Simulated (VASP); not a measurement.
# SmZn3I2 (Cmmm) in VASP: relaxation of cell and atoms with PBE

Aim: the relaxation of cell and atoms of SmZn3I2 with PBE.

All numbers are computed with VASP 6.6.1; they aren't measurements. Logs are shortened: lines on timing, memory, paths and dates and some standing lists are left out, and cuts for length are marked.

### 1 The cell of the first run

The structure is orthorhombic, space group Cmmm (No. 65). Conventional cell: a = 5.490 Å, b = 11.400 Å, c = 5.899 Å, α = 90.00°, β = 90.00°, γ = 90.00°. Within 3.6 Å of Sm (site symmetry mmm) lie 6 Zn at 2.75 to 3.24 Å. Within 3.6 Å of Zn (site symmetry 2mm) lie 4 Zn at 2.70 to 3.26 Å and 2 I at 2.85 Å and 2 Sm at 3.24 Å. Within 3.6 Å of Zn (site symmetry mmm) lie 2 Sm at 2.75 Å and 4 Zn at 3.26 Å. I (site symmetry 2/m) has 2 I at 2.75 Å and 2 Zn at 2.85 Å within 3.6 Å.

The cell was generated, and may not be a known phase.

### 2 Relaxation of cell and atoms, PBE

File INCAR:

```
PREC = Accurate
ENCUT = 500
EDIFF = 1E-7
ISMEAR = 0
SIGMA = 0.2
LREAL = False
LASPH = True
NELM = 200
ALGO = Normal
ISIF = 3
LWAVE = False
LCHARG = False
GGA = PE
IBRION = 2
NSW = 36
EDIFFG = -0.08
GGA_COMPAT = False
NELMIN = 4
LMAXMIX = 6
```

File KPOINTS:

```
regular mesh
0
Gamma
  3 3 3
```

File POSCAR:

```
SmZn3I2
1.0
    2.7450372200     -5.7001088300      0.0000000000
    2.7450372200      5.7001088300      0.0000000000
    0.0000000000      0.0000000000      5.8993767300
Sm Zn I
1 3 2
Direct
    0.5000000000      0.5000000000      0.0000000000
    0.7456077800      0.7456077800      0.5000000000
    0.2543922200      0.2543922200      0.5000000000
    0.0000000000      0.0000000000      0.0000000000
    0.0000000000      0.5000000000      0.5000000000
    0.5000000000      0.0000000000      0.5000000000
```

Potentials or basis: VASP PAW PBE potentials, release 64 (Sm_3, Zn, I), 4f in core.

On the command line:

```console
$ cat potpaw_PBE.64/Sm_3/POTCAR potpaw_PBE.64/Zn/POTCAR potpaw_PBE.64/I/POTCAR > POTCAR
$ mpirun -np 1 vasp_std > vasp.out
```

OUTCAR:

```text
PREC = Accurate
   ENCUT = 500
   EDIFF = 1E-7
   ISMEAR = 0
   LREAL = False
   LASPH = True
   NELM = 200
   ISIF = 3
   GGA = PE
   IBRION = 2
   NSW = 36
   EDIFFG = -0.08
   NELMIN = 4

 ion  position               nearest neighbor table
   1  0.500  0.500  0.000-   4 2.75   4 2.75   2 3.24   2 3.24   3 3.24   3 3.24
   2  0.746  0.746  0.500-   3 2.70   3 2.79   5 2.85   6 2.85   1 3.24   1 3.24
   3  0.254  0.254  0.500-   2 2.70   2 2.79   6 2.85   5 2.85   1 3.24   1 3.24
   4  0.000  0.000  0.000-   1 2.75   1 2.75
   5  0.000  0.500  0.500-   6 2.75   6 2.75   2 2.85   3 2.85
   6  0.500  0.000  0.500-   5 2.75   5 2.75   2 2.85   3 2.85

  LATTYP: Found a base centered orthorhombic cell.
 ALAT       =     5.4900744400
 B/A-ratio  =     2.0765142230
 C/A-ratio  =     1.0745531403

  Lattice vectors:

 A1 = (   2.7450372200,  -5.7001088300,   0.0000000000)
 A2 = (   2.7450372200,   5.7001088300,   0.0000000000)
 A3 = (   0.0000000000,   0.0000000000,   5.8993767300)

Analysis of symmetry for initial positions (statically):
=====================================================================
 Subroutine PRICEL returns:
 Original cell was already a primitive cell.

 Routine SETGRP: Setting up the symmetry group for a
 base centered orthorhombic supercell.

 Subroutine GETGRP returns: Found  8 space group operations
 (whereof  8 operations were pure point group operations)
 out of a pool of  8 trial point group operations.

The static configuration has the point symmetry D_2h.

Analysis of symmetry for dynamics (positions and initial velocities):
=====================================================================
 Subroutine PRICEL returns:
 Original cell was already a primitive cell.

 Routine SETGRP: Setting up the symmetry group for a
 base centered orthorhombic supercell.

 Subroutine GETGRP returns: Found  8 space group operations
 (whereof  8 operations were pure point group operations)
 out of a pool of  8 trial point group operations.

The dynamic configuration has the point symmetry D_2h.

 Subroutine INISYM returns: Found  8 space group operations
 (whereof  8 operations are pure point group operations),
 and found     1 'primitive' translations

----------------------------------------------------------------------------------------

                                     Primitive cell

  volume of cell :     184.6152

  direct lattice vectors                    reciprocal lattice vectors
     2.745037220 -5.700108830  0.000000000     0.182146893 -0.087717623  0.000000000
     2.745037220  5.700108830  0.000000000     0.182146893  0.087717623  0.000000000
     0.000000000  0.000000000  5.899376730     0.000000000  0.000000000  0.169509432

  length of vectors
     6.326647613  6.326647613  5.899376730     0.202167930  0.202167930  0.169509432

  position of ions in fractional coordinates (direct lattice)
     0.500000000  0.500000000  0.000000000
     0.745607780  0.745607780  0.500000000
     0.254392220  0.254392220  0.500000000
     0.000000000  0.000000000  0.000000000
     1.000000000  0.500000000  0.500000000
     0.500000000  1.000000000  0.500000000

  ion indices of the primitive-cell ions
   primitive index   ion index
                 1           1
                 2           2
                 3           3
                 4           4
                 5           5
                 6           6

----------------------------------------------------------------------------------------

 KPOINTS: regular mesh

Automatic generation of k-mesh.
 Grid dimensions read from file:
 generate k-points for:    3    3    3

 Generating k-lattice:

  Cartesian coordinates                     Fractional coordinates (reciprocal lattice)
     0.060715631 -0.029239208  0.000000000     0.333333333 -0.000000000  0.000000000
     0.060715631  0.029239208  0.000000000    -0.000000000  0.333333333  0.000000000
     0.000000000  0.000000000  0.056503144     0.000000000  0.000000000  0.333333333

  Length of vectors
     0.067389310  0.067389310  0.056503144

  Shift w.r.t. Gamma in fractional coordinates (k-lattice)
     0.000000000  0.000000000  0.000000000

 Subroutine IBZKPT returns following result:
 ===========================================

 Found      8 irreducible k-points:

 Following reciprocal coordinates:
            Coordinates               Weight
  0.000000  0.000000  0.000000      1.000000
  0.333333 -0.000000  0.000000      4.000000
  0.333333  0.333333  0.000000      2.000000
 -0.333333  0.333333  0.000000      2.000000
  0.000000  0.000000  0.333333      2.000000
  0.333333 -0.000000  0.333333      8.000000
  0.333333  0.333333  0.333333      4.000000
 -0.333333  0.333333  0.333333      4.000000
   k-points           NKPTS =      8   k-points in BZ     NKDIM =      8   number of bands    NBANDS=     36
   number of dos      NEDOS =    301   number of ions     NIONS =      6
   total plane-waves  NPLWV = 110592
   dimension x,y,z NGX =    48 NGY =   48 NGZ =   48
   dimension x,y,z NGXF=    96 NGYF=   96 NGZF=   96
   ions per type =               1   3   2
   NGX,Y,Z   is equivalent  to a cutoff of  12.61, 12.61, 13.53 a.u.
   NGXF,Y,Z  is equivalent  to a cutoff of  25.23, 25.23, 27.05 a.u.
 SYSTEM =  unknown system
   PREC   = accura    normal or accurate (medium, high low for compatibility)
   ISTART =      0    job   : 0-new  1-cont  2-samecut
   ICHARG =      2    charge: 1-file 2-atom 10-const
   ISPIN  =      1    spin polarized calculation?
   LNONCOLLINEAR =      F non collinear calculations
   LSORBIT =      F    spin-orbit coupling
   LASPH  =      T    aspherical Exc in radial PAW
   ENCUT  =  500.0 eV  36.75 Ry    6.06 a.u.  11.53 11.53 10.76*2*pi/ulx,y,z
   NELM   =    200;   NELMIN=  4; NELMDL= -5     # of ELM steps
   EDIFF  = 0.1E-06   stopping-criterion for ELM
   LREAL  =      F    real-space projection
   EDIFFG = -.8E-01   stopping-criterion for IOM
   NSW    =     36    number of steps for IOM
   IBRION =      2    ionic relax: 0-MD 1-quasi-New 2-CG
   NFREE  =      1    steps in history (QN), initial steepest desc. (CG)
   ISIF   =      3    stress and relaxation
   ISYM   =      2    0-nonsym 1-usesym 2-fastsym
   POTIM  = 0.5000    time-step for ionic-motion
   TEBEG  =    0.0;   TEEND  =   0.0 temperature during run
   PSTRESS=    0.0 pullay stress
   NELECT =      61.0000    total number of electrons
   NUPDOWN=      -1.0000    fix difference up-down
   EMIN   =  10.00;   EMAX   =-10.00  energy-range for DOS
   EFERMI =   0.00;   METHOD = LEGACY
   ISMEAR =     0;   SIGMA  =   0.20  broadening in eV -4-tet -1-fermi 0-gaus
   EFERMI_NEDOS =   21; number of points for ismear=-14 and -15
   IALGO  =     38    algorithm
   IMIX   =      4    mixing-type and parameters
     AMIX     =   0.40;   BMIX     =  1.00
     AMIX_MAG =   1.60;   BMIX_MAG =  1.00
  volume/ion in A,a.u.               =      30.77       207.64
  Fermi-wavevector in a.u.,A,eV,Ry     =   1.131781  2.138755 17.428076  1.280927
  Thomas-Fermi vector in A             =   2.268480
   LORBIT       =      0    0 simple, 1 ext, 2 COOP (PROOUT), +10 PAW based schemes
   GGA     = PE    functional components
   LHFCALC =     F    Hartree Fock is set to
   AEXX    =    0.0000 exact exchange contribution
   IVDW    =     0    specifies the selected vdW correction
   LEPSILON=     F    determine dielectric tensor
   LRPA    =     F    only Hartree local field effects (RPA)
 conjugate gradient relaxation of ions
 non-spin polarized calculation
 Gauss-broadening in eV      SIGMA  =   0.20
  energy-cutoff  :      500.00
  volume of cell :      184.62
 maximum number of plane-waves:      4697
 NGX is ok and might be reduce to    48
   NGX = 23   NGY = 23   NGZ = 21

--------------------------------------- Ionic step        1  -------------------------------------------

 number of electron      61.0000008 magnetization

 Free energy of the ion-electron system (eV)
  ---------------------------------------------------
  ext. energy  EPLUGINS =         0.00000000
  ---------------------------------------------------
  free energy    TOTEN  =        -7.46271491 eV

  energy without entropy =       -7.32271910  energy(sigma->0) =       -7.39271701

------------------------ aborting loop because EDIFF is reached ----------------------------------------

  FORCE on cell =-STRESS in cart. coord.  units (eV):
  Direction    XX          YY          ZZ          XY          YZ          ZX
  --------------------------------------------------------------------------------------
  -------------------------------------------------------------------------------------
  Total       25.3077634      5.9515230     -7.4744943      0.0000000      0.0000000      0.0000000
  in kB      219.6326168     51.6501024    -64.8671602      0.0000000      0.0000000      0.0000000
  external PRESSURE =      68.8051864 kB  Pullay stress =       0.0000000 kB
[... 101 lines left out ...]
  FREE ENERGIE OF THE ION-ELECTRON SYSTEM (eV)
  ---------------------------------------------------
  free  energy   TOTEN  =        -9.9572665318 eV

  energy  without entropy=       -9.9282286934  energy(sigma->0) =       -9.94274761

[... ionic steps 4 to 22 ...]

--------------------------------------- Ionic step       23  -------------------------------------------

 number of electron      61.0000000 magnetization

------------------------ aborting loop because EDIFF is reached ----------------------------------------

  FORCE on cell =-STRESS in cart. coord.  units (eV):
  Direction    XX          YY          ZZ          XY          YZ          ZX
  --------------------------------------------------------------------------------------
  -------------------------------------------------------------------------------------
  Total        0.3821642      0.3836928      0.2179913      0.0000000      0.0000000      0.0000000
  in kB        3.5327351      3.5468660      2.0151170      0.0000000      0.0000000      0.0000000
  external PRESSURE =       3.0315727 kB  Pullay stress =       0.0000000 kB
[... 65 lines left out ...]
  energy  without entropy=      -11.7729501819  energy(sigma->0) =      -11.80951553

--------------------------------------- Ionic step       25  -------------------------------------------

 number of electron      61.0000015 magnetization

 Free energy of the ion-electron system (eV)
  ---------------------------------------------------
  ext. energy  EPLUGINS =         0.00000000
  ---------------------------------------------------
  free energy    TOTEN  =       -11.84777930 eV

  energy without entropy =      -11.77746394  energy(sigma->0) =      -11.81262162

 E-fermi :   3.1753     XC(G=0):  -9.1228

 val. band max:        3.1351419665   @ k =   0.0000   0.0000   0.3333
 cond. band min:       3.2231929999   @ k =  -0.3333   0.3333   0.3333
 fundamental gap:      0.0880510335
 Fermi energy:         3.1752677850

 k-point     1 :       0.0000    0.0000    0.0000
  band No.  band energies     occupation
      1     -39.3189      2.00000
      2     -18.8410      2.00000
      3     -18.5550      2.00000
      4     -18.4087      2.00000
      5     -10.1817      2.00000
      6      -9.6571      2.00000
[... 334 lines left out ...]
  FREE ENERGIE OF THE ION-ELECTRON SYSTEM (eV)
  ---------------------------------------------------
  free  energy   TOTEN  =       -11.8477792983 eV

  energy  without entropy=      -11.7774639421  energy(sigma->0) =      -11.81262162

 reached required accuracy - stopping structural energy minimisation
```

Wall time 14 min (1 thread of Intel Xeon 6975P-C (Granite Rapids), shared host); peak memory 0.42 GiB.

Results:

* Free energy: -11.8478 eV
* Relaxed volume: 29.19 Å³/atom
* Relaxed cell: a = 6.814 Å, b = 6.814 Å, c = 4.076 Å, α = 90.00°, β = 90.00°, γ = 112.30°
* Space group after relaxing (to 0.1 Å): Cmmm (No. 65)
* Energy gained by relaxing: 730.8 meV/atom
* Ionic steps: 25
* Pressure after relaxing: 0.0 GPa
* Largest force after relaxing: 0.017 eV/Å
* Band gap on the k mesh: zero (an odd number of electrons rules out a gap without spin polarisation)

Forces in eV/Å, atoms in the order of the input:
```
Sm   0.000  0.000  0.000
Zn   0.017  0.000  0.000
Zn  -0.017  0.000  0.000
Zn   0.000  0.000  0.000
I    0.000  0.000  0.000
I    0.000  0.000  0.000
```

The path:
```tsv
step	energy change (eV)	largest force (eV/Å)	pressure (GPa)	volume (Å³)
1	0.0000	0.1657	6.88	184.62
2	-2.4964	0.0957	-2.39	218.82
3	-2.4946	0.0911	-2.30	218.05
4	-3.1181	0.2599	-1.92	206.57
5	-3.3701	0.6830	-1.01	197.70
6	-3.3918	0.9256	-0.35	193.49
7	-3.3932	0.8657	-0.51	194.49
8	-3.4847	0.8302	-0.11	190.02
9	-3.6456	0.5887	1.61	177.01
10	-3.7081	0.4265	1.12	178.02
11	-3.7899	0.0702	0.12	180.95
12	-3.7924	0.1637	0.00	181.47
13	-3.8185	0.1048	-0.06	181.64
14	-3.9389	0.0428	-0.26	181.99
15	-4.2280	0.3464	-0.74	181.93
16	-4.0395	0.2610	-0.88	178.96
17	-4.2978	0.4022	-0.91	181.39
18	-4.3170	0.3892	-0.79	179.92
19	-4.3208	0.3775	-0.73	179.06
20	-4.3393	0.3576	-0.49	177.61
21	-4.3685	0.2765	0.31	173.30
22	-4.3692	0.2562	0.48	172.43
23	-4.3768	0.1985	0.30	173.32
24	-4.3834	0.0650	-0.07	175.25
25	-4.3851	0.0167	-0.02	175.13
```

Final structure:
```yaml
crystal:
  lattice:
    - [3.79589, -5.65933, 0.00000]
    - [3.79589, 5.65933, 0.00000]
    - [0.00000, 0.00000, 4.07627]
  atoms:
    - { symbol: Sm, position: [0.50000, 0.50000, 0.00000] }
    - { symbol: Zn, position: [0.81701, 0.81701, 0.50000] }
    - { symbol: Zn, position: [0.18299, 0.18299, 0.50000] }
    - { symbol: Zn, position: [0.00000, 0.00000, 0.00000] }
    - { symbol: I, position: [0.00000, 0.50000, 0.50000] }
    - { symbol: I, position: [0.50000, 0.00000, 0.50000] }
```

Caveat: the k points lie up to 0.51 Å⁻¹ apart in the final cell, too coarse for converged energies and pressures of a metal; a cell axis changed by over 15 % at a fixed basis, so the end point is rough; spin-orbit coupling is left out, which moves the levels of the heavy elements; the 4f electrons are frozen in the core, so they carry no moment and show no levels; the run has no spin polarisation, though such a crystal can be magnetic.

The gap in the log of VASP goes by the Fermi energy; the results here count the filled bands.